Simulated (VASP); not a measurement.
# BeCl3 (Fm-3m) in VASP: a series of runs

Runs on BeCl3. Level: PBE. Tasks: relaxation of cell and atoms.

Everything below comes from runs of VASP 6.6.1. Logs are shortened: lines on timing, memory, paths and dates and some standing lists are left out, and cuts for length are marked.

### Step 1. The cell of the first run

It takes space group Fm-3m (No. 225, cubic). The conventional cell has a = 6.778 Å, b = 6.778 Å, c = 6.778 Å, α = 90.00°, β = 90.00°, γ = 90.00°. Within 3.9 Å of Be (site symmetry m-3m) lie 14 Cl at 2.93 to 3.39 Å. Cl (site symmetry -43m) has 4 Be at 2.93 Å and 10 Cl at 2.93 to 3.39 Å within 3.9 Å. Cl (site symmetry m-3m) has 8 Cl at 2.93 Å and 6 Be at 3.39 Å within 3.9 Å.

The cell was generated, and may not be a known phase.

### Step 2. Relaxation of cell and atoms, PBE

File INCAR:

```
SYSTEM = BeCl3
PREC = Accurate ; ENCUT = 600
EDIFF = 1E-6 ; ISMEAR = 0
SIGMA = 0.1 ; LREAL = .False.
LASPH = .True. ; NELM = 60
ALGO = Normal ; ISIF = 3
LWAVE = .False. ; LCHARG = .False.
GGA = PE ; IBRION = 2
NSW = 100 ; EDIFFG = -0.01
```

File KPOINTS:

```
Automatic mesh
0
Gamma
  12 12 12
  0 0 0
```

File POSCAR:

```
BeCl3
1.0
    0.0000000000      3.3890053700      3.3890053700
    3.3890053700      0.0000000000      3.3890053700
    3.3890053700      3.3890053700      0.0000000000
Be Cl
1 3
Direct
    0.0000000000      0.0000000000      0.0000000000
    0.2500000000      0.2500000000      0.2500000000
    0.7500000000      0.7500000000      0.7500000000
    0.5000000000      0.5000000000      0.5000000000
```

Potentials or basis: VASP PAW PBE potentials, release 64 (Be, Cl).

Started as:

```bash
cat potpaw_PBE.64/Be/POTCAR potpaw_PBE.64/Cl/POTCAR > POTCAR
mpirun -np 1 vasp_std > vasp.out
```

OUTCAR:

```text
SYSTEM = BeCl3
   PREC = Accurate
   ENCUT = 600
   EDIFF = 1E-6
   ISMEAR = 0
   LREAL = .False.
   LASPH = .True.
   NELM = 60
   ISIF = 3
   GGA = PE
   IBRION = 2
   NSW = 100
   EDIFFG = -0.01

 ion  position               nearest neighbor table
   1  0.000  0.000  0.000-
   2  0.250  0.250  0.250-
   3  0.750  0.750  0.750-
   4  0.500  0.500  0.500-

  LATTYP: Found a face centered cubic cell.
 ALAT       =     6.7780107400

  Lattice vectors:

 A1 = (   0.0000000000,   3.3890053700,   3.3890053700)
 A2 = (   3.3890053700,   0.0000000000,   3.3890053700)
 A3 = (   3.3890053700,   3.3890053700,   0.0000000000)

Analysis of symmetry for initial positions (statically):
=====================================================================
 Subroutine PRICEL returns:
 Original cell was already a primitive cell.

 Routine SETGRP: Setting up the symmetry group for a
 face centered cubic supercell.

 Subroutine GETGRP returns: Found 48 space group operations
 (whereof 48 operations were pure point group operations)
 out of a pool of 48 trial point group operations.

The static configuration has the point symmetry O_h .

Analysis of symmetry for dynamics (positions and initial velocities):
=====================================================================
 Subroutine PRICEL returns:
 Original cell was already a primitive cell.

 Routine SETGRP: Setting up the symmetry group for a
 face centered cubic supercell.

 Subroutine GETGRP returns: Found 48 space group operations
 (whereof 48 operations were pure point group operations)
 out of a pool of 48 trial point group operations.

The dynamic configuration has the point symmetry O_h .

 Subroutine INISYM returns: Found 48 space group operations
 (whereof 48 operations are pure point group operations),
 and found     1 'primitive' translations

----------------------------------------------------------------------------------------

                                     Primitive cell

  volume of cell :      77.8479

  direct lattice vectors                    reciprocal lattice vectors
     0.000000000  3.389005370  3.389005370    -0.147535913  0.147535913  0.147535913
     3.389005370  0.000000000  3.389005370     0.147535913 -0.147535913  0.147535913
     3.389005370  3.389005370  0.000000000     0.147535913  0.147535913 -0.147535913

  length of vectors
     4.792777357  4.792777357  4.792777357     0.255539697  0.255539697  0.255539697

  position of ions in fractional coordinates (direct lattice)
     0.000000000  0.000000000  0.000000000
     0.250000000  0.250000000  0.250000000
     0.750000000  0.750000000  0.750000000
     0.500000000  0.500000000  0.500000000

  ion indices of the primitive-cell ions
   primitive index   ion index
                 1           1
                 2           2
                 3           3
                 4           4

----------------------------------------------------------------------------------------

 KPOINTS: Automatic mesh

Automatic generation of k-mesh.
 Grid dimensions read from file:
 generate k-points for:   12   12   12

 Generating k-lattice:

  Cartesian coordinates                     Fractional coordinates (reciprocal lattice)
    -0.012294659  0.012294659  0.012294659     0.083333333  0.000000000  0.000000000
     0.012294659 -0.012294659  0.012294659     0.000000000  0.083333333  0.000000000
     0.012294659  0.012294659 -0.012294659     0.000000000  0.000000000  0.083333333

  Length of vectors
     0.021294975  0.021294975  0.021294975

  Shift w.r.t. Gamma in fractional coordinates (k-lattice)
     0.000000000  0.000000000  0.000000000

 Subroutine IBZKPT returns following result:
 ===========================================

 Found     72 irreducible k-points:

 Following reciprocal coordinates:
            Coordinates               Weight
  0.000000  0.000000  0.000000      1.000000
  0.083333  0.000000  0.000000      8.000000
  0.166667  0.000000  0.000000      8.000000
  0.250000  0.000000  0.000000      8.000000
  0.333333  0.000000  0.000000      8.000000
  0.416667  0.000000  0.000000      8.000000
[... 16 lines left out ...]
  0.500000  0.166667  0.000000     24.000000
 -0.416667  0.166667  0.000000     24.000000
 [... further k-points ...]
   k-points           NKPTS =     72   k-points in BZ     NKDIM =     72   number of bands    NBANDS=     15
   number of dos      NEDOS =    301   number of ions     NIONS =      4
   total plane-waves  NPLWV =  64000
   dimension x,y,z NGX =    40 NGY =   40 NGZ =   40
   dimension x,y,z NGXF=    80 NGYF=   80 NGZF=   80
   ions per type =               1   3
   NGX,Y,Z   is equivalent  to a cutoff of  13.87, 13.87, 13.87 a.u.
   NGXF,Y,Z  is equivalent  to a cutoff of  27.75, 27.75, 27.75 a.u.
 SYSTEM =  BeCl3
   PREC   = accura    normal or accurate (medium, high low for compatibility)
   ISTART =      0    job   : 0-new  1-cont  2-samecut
   ICHARG =      2    charge: 1-file 2-atom 10-const
   ISPIN  =      1    spin polarized calculation?
   LNONCOLLINEAR =      F non collinear calculations
   LSORBIT =      F    spin-orbit coupling
   LASPH  =      T    aspherical Exc in radial PAW
   ENCUT  =  600.0 eV  44.10 Ry    6.64 a.u.   9.57  9.57  9.57*2*pi/ulx,y,z
   NELM   =     60;   NELMIN=  2; NELMDL= -5     # of ELM steps
   EDIFF  = 0.1E-05   stopping-criterion for ELM
   LREAL  =      F    real-space projection
   EDIFFG = -.1E-01   stopping-criterion for IOM
   NSW    =    100    number of steps for IOM
   IBRION =      2    ionic relax: 0-MD 1-quasi-New 2-CG
   NFREE  =      1    steps in history (QN), initial steepest desc. (CG)
   ISIF   =      3    stress and relaxation
   ISYM   =      2    0-nonsym 1-usesym 2-fastsym
   POTIM  = 0.5000    time-step for ionic-motion
   TEBEG  =    0.0;   TEEND  =   0.0 temperature during run
   PSTRESS=    0.0 pullay stress
   NELECT =      23.0000    total number of electrons
   NUPDOWN=      -1.0000    fix difference up-down
   EMIN   =  10.00;   EMAX   =-10.00  energy-range for DOS
   EFERMI =   0.00;   METHOD = LEGACY
   ISMEAR =     0;   SIGMA  =   0.10  broadening in eV -4-tet -1-fermi 0-gaus
   EFERMI_NEDOS =   21; number of points for ismear=-14 and -15
   IALGO  =     38    algorithm
   IMIX   =      4    mixing-type and parameters
     AMIX     =   0.40;   BMIX     =  1.00
     AMIX_MAG =   1.60;   BMIX_MAG =  1.00
  volume/ion in A,a.u.               =      19.46       131.34
  Fermi-wavevector in a.u.,A,eV,Ry     =   1.090357  2.060475 16.175658  1.188877
  Thomas-Fermi vector in A             =   2.226579
   LORBIT       =      0    0 simple, 1 ext, 2 COOP (PROOUT), +10 PAW based schemes
   GGA     = PE    functional components
   LHFCALC =     F    Hartree Fock is set to
   AEXX    =    0.0000 exact exchange contribution
   IVDW    =     0    specifies the selected vdW correction
   LEPSILON=     F    determine dielectric tensor
   LRPA    =     F    only Hartree local field effects (RPA)
 conjugate gradient relaxation of ions
 non-spin polarized calculation
 Gauss-broadening in eV      SIGMA  =   0.10
  energy-cutoff  :      600.00
  volume of cell :       77.85
 maximum number of plane-waves:      2652
 NGX is ok and might be reduce to    40
   NGX = 19   NGY = 19   NGZ = 19

--------------------------------------- Ionic step        1  -------------------------------------------

 number of electron      22.9999995 magnetization

 Free energy of the ion-electron system (eV)
  ---------------------------------------------------
  ext. energy  EPLUGINS =         0.00000000
  ---------------------------------------------------
  free energy    TOTEN  =        -7.15805889 eV

  energy without entropy =       -7.11987396  energy(sigma->0) =       -7.13896643

------------------------ aborting loop because EDIFF is reached ----------------------------------------

  FORCE on cell =-STRESS in cart. coord.  units (eV):
  Direction    XX          YY          ZZ          XY          YZ          ZX
  --------------------------------------------------------------------------------------
  -------------------------------------------------------------------------------------
  Total       -1.3159674     -1.3159674     -1.3159674      0.0000000     -0.0000000      0.0000000
  in kB      -27.0837601    -27.0837601    -27.0837601      0.0000000     -0.0000000      0.0000000
  external PRESSURE =     -27.0837601 kB  Pullay stress =       0.0000000 kB
[... 61 lines left out ...]
  energy  without entropy=       -7.1654269888  energy(sigma->0) =       -7.18302130

--------------------------------------- Ionic step        3  -------------------------------------------

 number of electron      23.0000004 magnetization

 Free energy of the ion-electron system (eV)
  ---------------------------------------------------
  ext. energy  EPLUGINS =         0.00000000
  ---------------------------------------------------
  free energy    TOTEN  =        -7.20533141 eV

  energy without entropy =       -7.17140365  energy(sigma->0) =       -7.18836753

 E-fermi :   3.2817     XC(G=0):  -9.6871

 val. band max:        3.2754785719   @ k =  -0.3333   0.3333   0.0833
 cond. band min:       3.2854498447   @ k =   0.4167   0.1667   0.0833
 fundamental gap:      0.0099712728
 Fermi energy:         3.2817367363

 k-point     1 :       0.0000    0.0000    0.0000
  band No.  band energies     occupation
      1     -12.6025      2.00000
      2     -10.4248      2.00000
      3      -9.3844      2.00000
      4      -0.0012      2.00000
      5      -0.0012      2.00000
      6      -0.0012      2.00000
      7       0.3044      2.00000
      8       0.3044      2.00000
      9       0.3044      2.00000
     10       2.2490      2.00000
     11       2.2490      2.00000
     12       2.2490      2.00000
     13       3.8384      0.00000
     14       8.2122      0.00000
     15       8.2122      0.00000
[... 397 lines left out ...]
 k-point    24 :      -0.4167    0.1667    0.0000
  band No.  band energies     occupation
      1     -11.5537      2.00000
      2     -11.1148      2.00000
      3     -10.1370      2.00000
      4      -1.6246      2.00000
      5      -1.0054      2.00000
      6      -0.5831      2.00000
      7       0.6199      2.00000
      8       0.8280      2.00000
      9       1.2275      2.00000
     10       2.8939      2.00000
     11       3.0579      1.99845
     12       3.3076      0.71438
     13       5.3573      0.00000
     14       7.8900      0.00000
     15       8.0264      0.00000

 [... further k-points ...]
[... 5 lines left out ...]
  --------------------------------------------------------------------------------------
  -------------------------------------------------------------------------------------
  Total       -0.0154254     -0.0154254     -0.0154254      0.0000000      0.0000000     -0.0000000
  in kB       -0.3400053     -0.3400053     -0.3400053      0.0000000      0.0000000     -0.0000000
  external PRESSURE =      -0.3400053 kB  Pullay stress =       0.0000000 kB
[... 19 lines left out ...]
  FREE ENERGIE OF THE ION-ELECTRON SYSTEM (eV)
  ---------------------------------------------------
  free  energy   TOTEN  =        -7.2053314073 eV

  energy  without entropy=       -7.1714036512  energy(sigma->0) =       -7.18836753

 reached required accuracy - stopping structural energy minimisation
```

Wall time 2.5 min (1 thread of AMD EPYC 9R45 (Zen 5), shared host); peak memory 0.26 GiB.

Results:

* Free energy: -7.2053 eV
* Relaxed volume: 18.17 Å³/atom
* Relaxed cell: a = 4.684 Å, b = 4.684 Å, c = 4.684 Å, α = 60.00°, β = 60.00°, γ = 60.00°
* Space group after relaxing (to 0.1 Å): Fm-3m (No. 225)
* Energy gained by relaxing: 11.8 meV/atom
* Ionic steps: 3
* Pressure after relaxing: 0.0 GPa
* Band gap on the k mesh: zero (an odd number of electrons rules out a gap without spin polarisation)

Step by step:
| step | energy change (eV) | largest force (eV/Å) | pressure (GPa) | volume (Å³) |
| --- | --- | --- | --- | --- |
| 1 | 0.0000 | 0.0000 | -2.71 | 77.85 |
| 2 | -0.0426 | 0.0000 | -0.94 | 74.20 |
| 3 | -0.0473 | 0.0000 | -0.03 | 72.69 |

Final structure:
```cif
data_structure
_symmetry_space_group_name_H-M 'P 1'
_symmetry_Int_Tables_number 1
_cell_length_a 4.6844
_cell_length_b 4.6844
_cell_length_c 4.6844
_cell_angle_alpha 60.000
_cell_angle_beta 60.000
_cell_angle_gamma 60.000
_cell_volume 72.69
loop_
_atom_site_label
_atom_site_type_symbol
_atom_site_fract_x
_atom_site_fract_y
_atom_site_fract_z
_atom_site_occupancy
Be1 Be 0.00000 0.00000 0.00000 1
Cl1 Cl 0.25000 0.25000 0.25000 1
Cl2 Cl 0.75000 0.75000 0.75000 1
Cl3 Cl 0.50000 0.50000 0.50000 1
```

Caveat: an odd number of electrons without spin polarisation forces a metal; a magnetic or distorted state may lie lower.

### Step 3. Relaxation of cell and atoms, PBE

This run uses another cell than the first one, of 18.17 Å³/atom.

File INCAR:

```
ALGO = Normal
EDIFF = 1E-6
EDIFFG = -0.01
ENCUT = 600
GGA = PE
IBRION = 2
ISIF = 3
ISMEAR = 0
LASPH = True
LCHARG = False
LREAL = False
LWAVE = False
NELM = 80
NSW = 100
PREC = Accurate
SIGMA = 0.1
```

File KPOINTS:

```
k-points
0
Gamma
  12 12 12
```

File POSCAR:

```
BeCl3
1.0
    0.0000000000      3.3125092228      3.3125092228
    3.3125092228      0.0000000000      3.3125092228
    3.3125092228      3.3125092228      0.0000000000
Be Cl
1 3
Direct
    0.0000000000      0.0000000000      0.0000000000
    0.2500000000      0.2500000000      0.2500000000
    0.7500000000      0.7500000000      0.7500000000
    0.5000000000      0.5000000000      0.5000000000
```

Potentials or basis: VASP PAW PBE potentials, release 64 (Be, Cl).

Started as:

```bash
cat potpaw_PBE.64/Be/POTCAR potpaw_PBE.64/Cl/POTCAR > POTCAR
mpirun -np 1 vasp_std > vasp.out
```

It took 70 s on 1 thread of AMD EPYC 9R45 (Zen 5), shared host; peak memory 0.24 GiB.

Results (log left out):

```
Free energy             : -7.2051 eV
Pressure after relaxing : 0.0 GPa
Band gap on the k mesh  : zero (an odd number of electrons rules out a gap without spin polarisation)
```

Final structure:
```xyz
4
Lattice="0.0000 3.3125 3.3125 3.3125 0.0000 3.3125 3.3125 3.3125 0.0000" Properties=species:S:1:pos:R:3 pbc="T T T"
Be    0.0000    0.0000    0.0000
Cl    1.6563    1.6563    1.6563
Cl    4.9688    4.9688    4.9688
Cl    3.3125    3.3125    3.3125
```

Levels at points of the mesh, in eV from the Fermi level:
```tsv
k point	band 10	band 11	band 12	band 13	band 14	band 15
(0.00, 0.00, 0.00)	-1.03	-1.03	-1.03	0.56	4.93	4.93
(0.50, 0.00, 0.00)	-0.22	-0.08	-0.08	2.19	4.39	4.39
(0.50, 0.50, 0.00)	-0.92	0.06	0.06	1.86	4.64	5.50
```

Caveat: the relaxation stopped at its first step, so nothing moved; an odd number of electrons without spin polarisation forces a metal; a magnetic or distorted state may lie lower.
